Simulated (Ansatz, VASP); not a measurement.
## Mo: VASP beside Ansatz

Contents of INCAR:

```
SYSTEM = Mo
PREC = Accurate ; ENCUT = 520
EDIFF = 1E-6 ; ISMEAR = 0
SIGMA = 0.15 ; LREAL = .False.
LASPH = .True. ; NELM = 100
ALGO = Fast ; ISIF = 2
LWAVE = .False. ; LCHARG = .False.
NBANDS = 13
```

File KPOINTS:

```
regular mesh
0
Gamma
  20 20 20
  0 0 0
```

File POSCAR:

```
Mo
1.0
   -1.3793471320      1.8460523027      1.4416522723
    1.3793471320     -1.8460523027      1.4416522723
    1.3793471320      1.8460523027     -1.4416522723
Mo
1
Direct
    0.0000000000      0.0000000000      0.0000000000
```

Input for Ansatz:

```yaml
crystal:
  lattice:
    - [-1.379347132, 1.8460523027, 1.4416522723]
    - [1.379347132, -1.8460523027, 1.4416522723]
    - [1.379347132, 1.8460523027, -1.4416522723]
  atoms:
    - { symbol: Mo, position: [0.0, 0.0, 0.0] }
basis:
  ecutwfc: 420
kpoints:
  mp_grid: { grid: [20, 20, 20] }
hamiltonian:
  xc: lda
  pseudopotentials: { kind: paw, azcp: { folder: soft_1 } }
scf:
  occupations: { method: gaussian, width: 0.15 }
output:
  forces: true
  stress: true
  eigenvalues: true
```

Change from the starting cell: strain +e along x and -e along y -0.1500, strain +e along z and -e/2 along x and y -0.0733.

Alike in both runs: task single point; functional LDA; k mesh 20 × 20 × 20; occupations gaussian, width 0.15 eV; no spin polarisation.

|  | VASP | Ansatz |
| --- | --- | --- |
| version | VASP 6.6.1 | Ansatz 0.2.0 |
| potentials or method | VASP PAW LDA potentials, release 64 (Mo_sv), cutoff 520 eV | scalar-relativistic, plane waves, PAW |
| valence electrons in the cell | 14 | 14 |

Ansatz gave:

```
gap on the k mesh at the Fermi level (eV)                     : none
pressure (GPa)                                                : 11.5
traceless stress, the component that is largest in VASP (GPa) : -10.64
```

Q: Which values does VASP return?

A: gap on the k mesh at the Fermi level (eV): none; pressure (GPa): 12.7; traceless stress, the component that is largest in VASP (GPa): -10.60.

Ansatz warns that its potentials were made for another functional, while VASP's fit it. LDA's correlation is that of Perdew and Zunger in VASP and of Perdew and Wang (1992) in Ansatz. A gap of «none» marks a metal or a gap that the smearing closes.
